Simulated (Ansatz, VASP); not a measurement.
## Cu: VASP beside Ansatz

```
Cu
1.0
     0.00000    1.84295    1.84295
     1.84295    0.00000    1.84295
     1.84295    1.84295    0.00000
Cu
1
Direct
  0.00000 0.00000 0.00000
```

Change from the starting cell: volume scaled by 1.06, crystal datasets.

Alike in both runs: task electric field gradients; functional PBEsol; k mesh 19 × 19 × 19; occupations fermi-dirac, width 0.08 eV; no spin polarisation.

|  | VASP | Ansatz |
| --- | --- | --- |
| version | VASP 6.6.1 | Ansatz 0.2.0 |
| potentials or method | VASP PAW PBE potentials, release 64 (Cu), cutoff 520 eV | all-electron PAW with datasets made for the crystal, scalar-relativistic |

Ansatz gave:

| Item | Value |
| --- | --- |
| pressure (GPa) | -13.2 |

Problem. Which values does VASP return?

Solution. Pressure (GPa): -12.6.

VASP's potentials were made for PBE, not for PBEsol. Ansatz ran all-electron here, and VASP with PAW potentials.
